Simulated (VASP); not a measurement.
Input of a VASP 6.6.1 run:

Contents of INCAR:

```
SYSTEM = HC12
  PREC = Accurate
  ENCUT = 520
  EDIFF = 1E-7
  ISMEAR = 0
  SIGMA = 0.05
  LREAL = .False.
  LASPH = .True.
  NELM = 80
  ALGO = Normal
  ISIF = 2
  LWAVE = .False.
  LCHARG = .False.
  GGA = PE
  NBANDS = 36
  NELECT = 48.0
```

KPOINTS

```
Automatic mesh
0
Gamma
  6 6 6
  0 0 0
```

The input POSCAR:

```
HC12
1.0
   -3.5715485858     -1.7857742929     -1.7857742929
   -1.7857742929     -3.5715485858      1.7857742929
   -3.5715485858      1.7857742929      1.7857742929
C H
12 1
Direct
    0.9166666667      0.6666666667      0.2500000000
    0.5833333333      0.3333333333      0.2500000000
    0.2500000000      0.0000000000      0.2500000000
    0.0833333333      0.3333333333      0.7500000000
    0.7500000000      0.0000000000      0.7500000000
    0.4166666667      0.6666666667      0.7500000000
    0.5416666667      0.6666666667      0.3750000000
    0.2083333333      0.3333333333      0.3750000000
    0.8750000000      0.0000000000      0.3750000000
    0.7083333333      0.3333333333      0.8750000000
    0.3750000000      0.0000000000      0.8750000000
    0.0416666667      0.6666666667      0.8750000000
    0.6458333333      0.5833333333      0.0625000000
```

Potentials or basis: VASP PAW PBE potentials, release 64 (C, H).

Command:

```bash
$ cat potpaw_PBE.64/C/POTCAR potpaw_PBE.64/H/POTCAR > POTCAR
$ mpirun -np 1 vasp_std > vasp.out
```

(1) Predict the largest force.

Answers

(1) 2.264 eV/Å.

Caveat: the cell carries a net charge on a neutralising background, which shifts energy and pressure.
